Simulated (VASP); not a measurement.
Wanted: the native input for a VASP 6.6.1 run.

```yaml
Task: single point
Functional: PBE
Potentials_or_basis: VASP PAW PBE potentials, release 64 (Ti_sv, C)
Cutoff: 520 eV
k_mesh: 8 × 8 × 8
Occupations: gaussian, width 0.15 eV
Spin: no spin polarisation
Dipole_correction: no
Further_INCAR_settings: ALGO = Normal; EDIFF = 1e-07; NBANDS = 15
```

The structure of TiC lies in POSCAR:

```
TiC
1.0
    0.0000000000      2.1593000000      2.1593000000
    2.1593000000      0.0000000000      2.1593000000
    2.1593000000      2.1593000000      0.0000000000
Ti C
1 1
Direct
    0.0312300000      0.9477500000      0.9829100000
    0.4506422174      0.5240477826      0.4891277826
```

One way to write it, as run:

INCAR

```
PREC     = Accurate       # precision mode
ENCUT    = 520            # plane-wave cutoff, eV
EDIFF    = 1E-7           # SCF threshold, eV
ISMEAR   = 0              # smearing method
SIGMA    = 0.15           # smearing width, eV
LREAL    = F              # projectors in reciprocal space
LASPH    = T              # aspherical terms in the spheres
NELM     = 100            # most SCF steps
ALGO     = Normal         # electronic algorithm
ISIF     = 2              # what is computed and relaxed
LWAVE    = F              # write WAVECAR
LCHARG   = F              # write CHGCAR
GGA      = PE             # functional
NBANDS   = 15             # bands
```

KPOINTS

```
regular mesh
0
Gamma
  8 8 8
```

Potentials or basis: VASP PAW PBE potentials, release 64 (Ti_sv, C).

Run with:

```bash
$ cat potpaw_PBE.64/Ti_sv/POTCAR potpaw_PBE.64/C/POTCAR > POTCAR
$ mpirun -np 1 vasp_std > vasp.out
```

It gave:

```json
{
 "Pressure": "9.7 GPa",
 "Largest force": "2.121 eV/Å",
 "Band gap on the k mesh": "0.11 eV, indirect (least direct gap 0.64 eV)"
}
```

Caveat: forces of over 1 eV/Å act on the atoms, so gaps and moduli don't describe the material at rest.

Wall time 49 s on 1 thread of Intel(R) Xeon(R) Platinum 8488C (Sapphire Rapids), on a shared host, peak memory 0.2 GiB.
